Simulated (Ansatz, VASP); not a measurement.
## Ga3Sb2P: VASP beside Ansatz

```
P Ga Sb
1.0
    -2.08850    6.25817    2.94632
     2.08850   -6.25817    2.94632
     2.08850    6.25817   -2.94632
P Ga Sb
1 3 2
Direct
  0.00130 0.00130 0.00000
  0.21811 0.71811 0.50000
  0.61323 0.76648 0.84675
  0.91974 0.76648 0.15325
  0.33370 0.99881 0.33489
  0.66392 0.99881 0.66511
```

Alike in both runs: task single point; functional r2SCAN; k mesh 8 × 8 × 8; occupations fermi-dirac, width 0.02 eV; no spin polarisation.

```csv
,VASP,Ansatz
version,VASP 6.6.1,Ansatz 0.2.0
potentials or method,"VASP PAW PBE potentials, release 64 (P, Ga_d, Sb)","plane waves, PAW"
plane-wave cutoff (eV),520,500
valence electrons in the cell,54,74
```

|  | VASP | Ansatz | Ansatz less VASP |
| --- | --- | --- | --- |
| pressure (GPa) | 0.1 | 0.0 | -0.06 |
| rms of the force components (eV/Å) | 0.006 | 0.001 | -0.0051 |

VASP's potentials were made for PBE, not for r2SCAN. VASP's potentials hold 54 valence electrons a cell and Ansatz's 74, so a difference there can come from the potentials and not from the codes.

Spin-orbit coupling is off throughout.
